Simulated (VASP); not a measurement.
# Sc (Im-3m) in VASP: further runs, part 2 of 2

VASP 6.6.1. Earlier steps stand in the parts before.

**3. Relaxation of cell and atoms, LDA**

This run uses another cell than the first one, of 25.00 Å³/atom, 1.193 times its volume.

The input, INCAR:

```
SYSTEM = Sc
PREC = Accurate
ENCUT = 600
EDIFF = 1E-6
ISMEAR = -1
SIGMA = 0.1
LREAL = .False.
LASPH = .True.
NELM = 80
ALGO = Normal
ISIF = 3
LWAVE = .False.
LCHARG = .False.
IBRION = 2
NSW = 80
EDIFFG = -0.01
```

The input, KPOINTS:

```
regular mesh
0
Gamma
  12 12 12
  0 0 0
```

The input, POSCAR:

```
Sc
1.0
   -1.8420678645      1.8420678645      1.8420678645
    1.8420678645     -1.8420678645      1.8420678645
    1.8420678645      1.8420678645     -1.8420678645
Sc
1
Direct
    0.0000000000      0.0000000000      0.0000000000
```

Potentials or basis: VASP PAW LDA potentials, release 64 (Sc_sv).

The run is started by

```bash
$ cat potpaw_LDA.64/Sc_sv/POTCAR > POTCAR
$ mpirun -np 1 vasp_std > vasp.out
```

OUTCAR:

```text
SYSTEM = Sc
   PREC = Accurate
   ENCUT = 600
   EDIFF = 1E-6
   ISMEAR = -1
   LREAL = .False.
   LASPH = .True.
   NELM = 80
   ISIF = 3
   IBRION = 2
   NSW = 80
   EDIFFG = -0.01

 ion  position               nearest neighbor table
   1  0.000  0.000  0.000-

  LATTYP: Found a body centered cubic cell.
 ALAT       =     3.6841357290

  Lattice vectors:

 A1 = (  -1.8420678645,   1.8420678645,   1.8420678645)
 A2 = (   1.8420678645,  -1.8420678645,   1.8420678645)
 A3 = (   1.8420678645,   1.8420678645,  -1.8420678645)

Analysis of symmetry for initial positions (statically):
=====================================================================
 Subroutine PRICEL returns:
 Original cell was already a primitive cell.

 Routine SETGRP: Setting up the symmetry group for a
 body centered cubic supercell.

 Subroutine GETGRP returns: Found 48 space group operations
 (whereof 48 operations were pure point group operations)
 out of a pool of 48 trial point group operations.

The static configuration has the point symmetry O_h .

Analysis of symmetry for dynamics (positions and initial velocities):
=====================================================================
 Subroutine PRICEL returns:
 Original cell was already a primitive cell.

 Routine SETGRP: Setting up the symmetry group for a
 body centered cubic supercell.

 Subroutine GETGRP returns: Found 48 space group operations
 (whereof 48 operations were pure point group operations)
 out of a pool of 48 trial point group operations.

The dynamic configuration has the point symmetry O_h .

 Subroutine INISYM returns: Found 48 space group operations
 (whereof 48 operations are pure point group operations),
 and found     1 'primitive' translations

----------------------------------------------------------------------------------------

                                     Primitive cell

  volume of cell :      25.0021

  direct lattice vectors                    reciprocal lattice vectors
    -1.842067864  1.842067864  1.842067864     0.000000000  0.271434082  0.271434082
     1.842067864 -1.842067864  1.842067864     0.271434082  0.000000000  0.271434082
     1.842067864  1.842067864 -1.842067864     0.271434082  0.271434082  0.000000000

  length of vectors
     3.190555132  3.190555132  3.190555132     0.383865760  0.383865760  0.383865760

  position of ions in fractional coordinates (direct lattice)
     0.000000000  0.000000000  0.000000000

  ion indices of the primitive-cell ions
   primitive index   ion index
                 1           1

----------------------------------------------------------------------------------------

 KPOINTS: regular mesh

Automatic generation of k-mesh.
 Grid dimensions read from file:
 generate k-points for:   12   12   12

 Generating k-lattice:

  Cartesian coordinates                     Fractional coordinates (reciprocal lattice)
[... 44 lines left out ...]
   total plane-waves  NPLWV =  21952
   dimension x,y,z NGX =    28 NGY =   28 NGZ =   28
   dimension x,y,z NGXF=    56 NGYF=   56 NGZF=   56
   ions per type =               1
   NGX,Y,Z   is equivalent  to a cutoff of  14.59, 14.59, 14.59 a.u.
   NGXF,Y,Z  is equivalent  to a cutoff of  29.18, 29.18, 29.18 a.u.
 SYSTEM =  Sc
   PREC   = accura    normal or accurate (medium, high low for compatibility)
   ISTART =      0    job   : 0-new  1-cont  2-samecut
   ICHARG =      2    charge: 1-file 2-atom 10-const
   ISPIN  =      1    spin polarized calculation?
   LNONCOLLINEAR =      F non collinear calculations
   LSORBIT =      F    spin-orbit coupling
   LASPH  =      T    aspherical Exc in radial PAW
   ENCUT  =  600.0 eV  44.10 Ry    6.64 a.u.   6.37  6.37  6.37*2*pi/ulx,y,z
   NELM   =     80;   NELMIN=  2; NELMDL= -5     # of ELM steps
   EDIFF  = 0.1E-05   stopping-criterion for ELM
   LREAL  =      F    real-space projection
   EDIFFG = -.1E-01   stopping-criterion for IOM
   NSW    =     80    number of steps for IOM
   IBRION =      2    ionic relax: 0-MD 1-quasi-New 2-CG
   NFREE  =      1    steps in history (QN), initial steepest desc. (CG)
   ISIF   =      3    stress and relaxation
   ISYM   =      2    0-nonsym 1-usesym 2-fastsym
   POTIM  = 0.5000    time-step for ionic-motion
   TEBEG  =    0.0;   TEEND  =   0.0 temperature during run
   PSTRESS=    0.0 pullay stress
   NELECT =      11.0000    total number of electrons
   NUPDOWN=      -1.0000    fix difference up-down
   EMIN   =  10.00;   EMAX   =-10.00  energy-range for DOS
   EFERMI =   0.00;   METHOD = LEGACY
   ISMEAR =    -1;   SIGMA  =   0.10  broadening in eV -4-tet -1-fermi 0-gaus
   EFERMI_NEDOS =   21; number of points for ismear=-14 and -15
   IALGO  =     38    algorithm
   IMIX   =      4    mixing-type and parameters
     AMIX     =   0.40;   BMIX     =  1.00
     AMIX_MAG =   1.60;   BMIX_MAG =  1.00
  volume/ion in A,a.u.               =      25.00       168.72
  Fermi-wavevector in a.u.,A,eV,Ry     =   1.245126  2.352948 21.093652  1.550340
  Thomas-Fermi vector in A             =   2.379363
   LORBIT       =      0    0 simple, 1 ext, 2 COOP (PROOUT), +10 PAW based schemes
   GGA     = CA    functional components
   LHFCALC =     F    Hartree Fock is set to
   AEXX    =    0.0000 exact exchange contribution
   IVDW    =     0    specifies the selected vdW correction
   LEPSILON=     F    determine dielectric tensor
   LRPA    =     F    only Hartree local field effects (RPA)
 conjugate gradient relaxation of ions
 non-spin polarized calculation
  energy-cutoff  :      600.00
  volume of cell :       25.00
 maximum number of plane-waves:       887
 NGX is ok and might be reduce to    28
   NGX = 13   NGY = 13   NGZ = 13

--------------------------------------- Ionic step        1  -------------------------------------------

 number of electron      11.0000002 magnetization

 Free energy of the ion-electron system (eV)
  ---------------------------------------------------
  ext. energy  EPLUGINS =         0.00000000
  ---------------------------------------------------
  free energy    TOTEN  =        -6.61036903 eV

  energy without entropy =       -6.52638683  energy(sigma->0) =       -6.56837793

------------------------ aborting loop because EDIFF is reached ----------------------------------------

  FORCE on cell =-STRESS in cart. coord.  units (eV):
  Direction    XX          YY          ZZ          XY          YZ          ZX
  --------------------------------------------------------------------------------------
  -------------------------------------------------------------------------------------
  Total       -0.7259268     -0.7259268     -0.7259268      0.0000000      0.0000000      0.0000000
  in kB      -46.5185924    -46.5185924    -46.5185924      0.0000000      0.0000000      0.0000000
  external PRESSURE =     -46.5185924 kB  Pullay stress =       0.0000000 kB
[... 57 lines left out ...]
--------------------------------------- Ionic step        3  -------------------------------------------

 number of electron      11.0000001 magnetization

 Free energy of the ion-electron system (eV)
  ---------------------------------------------------
  ext. energy  EPLUGINS =         0.00000000
  ---------------------------------------------------
  free energy    TOTEN  =        -6.64438516 eV

  energy without entropy =       -6.56651968  energy(sigma->0) =       -6.60545242

 E-fermi :   4.0458     XC(G=0): -10.4715

 val. band max:        4.0415115426   @ k =   0.1667   0.1667   0.1667
 cond. band min:       4.0502793055   @ k =   0.3333   0.1667   0.1667
 fundamental gap:      0.0087677629
 Fermi energy:         4.0458359712

 k-point     1 :       0.0000    0.0000    0.0000
  band No.  band energies     occupation
      1     -44.7165      2.00000
      2     -23.4060      2.00000
      3     -23.4060      2.00000
      4     -23.4060      2.00000
      5      -1.2843      2.00000
      6       5.5369      0.00000
      7       5.5369      0.00000
      8       5.5369      0.00000
      9       7.1357      0.00000
[... 265 lines left out ...]
 k-point    24 :       0.4167    0.0833    0.0833
  band No.  band energies     occupation
      1     -44.6205      2.00000
      2     -23.9014      2.00000
      3     -23.5982      2.00000
      4     -23.4434      2.00000
      5       2.4904      2.00000
      6       4.1179      0.65436
      7       4.4956      0.02202
      8       7.2042      0.00000
      9       7.4910      0.00000

 [... further k-points ...]

------------------------ aborting loop because EDIFF is reached ----------------------------------------

  FORCE on cell =-STRESS in cart. coord.  units (eV):
  Direction    XX          YY          ZZ          XY          YZ          ZX
  --------------------------------------------------------------------------------------
  -------------------------------------------------------------------------------------
  Total        0.0052916      0.0052916      0.0052916     -0.0000000     -0.0000000      0.0000000
  in kB        0.3718598      0.3718598      0.3718598     -0.0000000     -0.0000000      0.0000000
  external PRESSURE =       0.3718598 kB  Pullay stress =       0.0000000 kB
[... 16 lines left out ...]
  FREE ENERGIE OF THE ION-ELECTRON SYSTEM (eV)
  ---------------------------------------------------
  free  energy   TOTEN  =        -6.6443851567 eV

  energy  without entropy=       -6.5665196807  energy(sigma->0) =       -6.60545242

 reached required accuracy - stopping structural energy minimisation
```

CONTCAR:

```text
Sc
   1.00000000000000
    -1.7862982690778118    1.7862982690778118    1.7862982690778118
     1.7862982690778118   -1.7862982690778118    1.7862982690778118
     1.7862982690778118    1.7862982690778118   -1.7862982690778118
  Sc
     1
Direct
     0.0000000000000000    0.0000000000000000    0.0000000000000000

  0.00000000E+00  0.00000000E+00  0.00000000E+00
```

Run time: 62 s. Hardware: 1 thread of AMD EPYC 7R43 (Zen 3), shared host; peak memory 0.12 GiB.

What came out:

| Quantity | Value |
| --- | --- |
| Free energy | -6.6444 eV |
| Relaxed volume | 22.80 Å³/atom |
| Relaxed cell | a = 3.094 Å, b = 3.094 Å, c = 3.094 Å, α = 109.47°, β = 109.47°, γ = 109.47° |
| Space group after relaxing (to 0.05 Å) | Im-3m (No. 229) |
| Energy gained by relaxing | 34.0 meV/atom |
| Ionic steps | 3 |
| Pressure after relaxing | 0.0 GPa |

Step by step:
```tsv
step	energy change (eV)	largest force (eV/Å)	pressure (GPa)	volume (Å³)
1	0.0000	0.0000	-4.65	25.00
2	-0.0331	0.0000	0.90	22.47
3	-0.0340	0.0000	0.04	22.80
```

Final structure:
```
CELL_PARAMETERS angstrom
-1.78630 1.78630 1.78630
1.78630 -1.78630 1.78630
1.78630 1.78630 -1.78630
ATOMIC_POSITIONS crystal
Sc 0.00000 0.00000 0.00000
```

**4. Single point, LDA (volume scaled by 0.96)**

The input, INCAR:

```
  PREC = Accurate
  ENCUT = 520
  EDIFF = 1E-6
  ISMEAR = -1
  SIGMA = 0.1
  LREAL = F
  LASPH = T
  NELM = 80
  ALGO = Normal
  ISIF = 2
  LWAVE = F
  LCHARG = F
  NBANDS = 12
```

The input, KPOINTS:

```
regular mesh
0
Gamma
  20 20 20
```

The input, POSCAR:

```
Sc
1.0
   -1.7614258576      1.7614258576      1.7614258576
    1.7614258576     -1.7614258576      1.7614258576
    1.7614258576      1.7614258576     -1.7614258576
Sc
1
Direct
    0.0000000000      0.0000000000      0.0000000000
```

The run is started by

```bash
$ cat potpaw_LDA.64/Sc_sv/POTCAR > POTCAR
$ mpirun -np 1 vasp_std > vasp.out
```

It took 60 s on 1 thread of AMD EPYC 7R43 (Zen 3), shared host; peak memory 0.14 GiB.

The run converged. Its results:

```
Free energy : -6.6364 eV
Pressure    : 2.6 GPa
```

Levels at points of the mesh, in eV from the Fermi level:
```
           k point  band 1  band 2  band 3  band 4  band 5  band 6  band 7  band 8  band 9  band 10
(0.00, 0.00, 0.00)  -48.66  -27.32  -27.32  -27.32   -5.40    1.54    1.54    1.54    3.22     3.22
(0.50, 0.00, 0.00)  -48.55  -27.93  -27.51  -27.32   -1.98    0.18    0.84    3.20    3.59     4.76
(0.50, 0.50, 0.50)  -48.47  -27.73  -27.73  -27.73   -1.50   -1.50    4.41    4.41    4.41     7.01
```

Caveat: the cell differs from its parent crystal (volume scaled by 0.96).

**5. Single point, LDA**

This run uses another cell than the first one, of 22.77 Å³/atom, 1.087 times its volume.

The input, INCAR:

```
PREC = Accurate
ENCUT = 520
EDIFF = 1E-6
ISMEAR = -1
SIGMA = 0.1
LREAL = False
LASPH = True
NELM = 60
ALGO = Normal
ISIF = 2
LWAVE = False
LCHARG = True
GGA = CA
LELF = True
LVHAR = True
NBANDS = 12
```

The input, KPOINTS:

```
Automatic mesh
0
Gamma
  20 20 20
```

The input, POSCAR:

```
Sc
1.0
   -1.7855579777      1.7855579777      1.7855579777
    1.7855579777     -1.7855579777      1.7855579777
    1.7855579777      1.7855579777     -1.7855579777
Sc
1
Direct
    0.0000000000      0.0000000000      0.0000000000
```

The run is started by

```bash
$ cat potpaw_LDA.64/Sc_sv/POTCAR > POTCAR
$ mpirun -np 1 vasp_std > vasp.out
```

Run time: 70 s. Hardware: 1 thread of AMD EPYC 7R43 (Zen 3), shared host; peak memory 0.14 GiB.

Results (log left out):

| Item | Value |
| --- | --- |
| Free energy | -6.6441 eV |
| Pressure | 0.0 GPa |

Levels at points of the mesh, in eV from the Fermi level:
```tsv
k point	band 1	band 2	band 3	band 4	band 5	band 6	band 7	band 8	band 9	band 10
(0.00, 0.00, 0.00)	-48.76	-27.45	-27.45	-27.45	-5.33	1.49	1.49	1.49	3.09	3.09
(0.50, 0.00, 0.00)	-48.67	-27.98	-27.62	-27.45	-1.91	0.20	0.73	3.06	3.44	4.54
(0.50, 0.50, 0.50)	-48.60	-27.82	-27.82	-27.82	-1.40	-1.40	4.21	4.21	4.21	6.72
```

**6. Single point, LDA**

This run uses another cell than the first one, of 22.77 Å³/atom, 1.087 times its volume.

The input, INCAR:

```
SYSTEM = Sc
PREC = Accurate ; ENCUT = 520
EDIFF = 1E-7 ; ISMEAR = -1
SIGMA = 0.1 ; LREAL = .FALSE.
LASPH = .TRUE. ; NELM = 100
ALGO = Normal ; ISIF = 2
LWAVE = .FALSE. ; LCHARG = .FALSE.
GGA = CA ; NBANDS = 12
```

The input, KPOINTS:

```
Automatic mesh
0
G
  20 20 20
  0 0 0
```

POSCAR is that of step 5.

Potentials or basis: VASP PAW LDA potentials, release 64 (Sc_sv).

The run is started by

```bash
$ cat potpaw_LDA.64/Sc_sv/POTCAR > POTCAR
$ mpirun -np 1 vasp_std > vasp.out
```

Run time: 64 s. Hardware: 1 thread of AMD EPYC 7R43 (Zen 3), shared host; peak memory 0.13 GiB.

Results (log left out):

```yaml
Free_energy: -6.6441 eV
Pressure: 0.0 GPa
```

Levels at points of the mesh, in eV from the Fermi level:
```tsv
k point	band 2	band 3	band 4	band 5	band 6	band 7	band 8	band 9
(0.00, 0.00, 0.00)	-27.45	-27.45	-27.45	-5.33	1.49	1.49	1.49	3.09
(0.50, 0.00, 0.00)	-27.98	-27.62	-27.45	-1.91	0.20	0.73	3.06	3.44
(0.50, 0.50, 0.50)	-27.82	-27.82	-27.82	-1.40	-1.40	4.21	4.21	4.21
```

**7. Summary**

| task | cell | k mesh | cutoff (eV) | gap on the mesh (eV) | pressure (GPa) |
| --- | --- | --- | --- | --- | --- |
| single point | a = 3.008 Å, angles 109.5°, 1 atom | 20 × 20 × 20 | 520 | none | 5.6 |
| relaxation of cell and atoms | relaxed from a = 3.191 Å, angles 109.5°, 1 atom | 12 × 12 × 12 | 600 | none | 0.0 |
| single point | a = 3.051 Å, angles 109.5°, 1 atom | 20 × 20 × 20 | 520 | none | 2.6 |
| single point | a = 3.093 Å, angles 109.5°, 1 atom | 20 × 20 × 20 | 520 | none | 0.0 |

Alike in all rows: level LDA; potentials or basis VASP PAW LDA potentials, release 64 (Sc_sv); no spin polarisation; smearing fermi-dirac 0.1 eV.

Absolute energies hang on the potentials; compare differences alone.
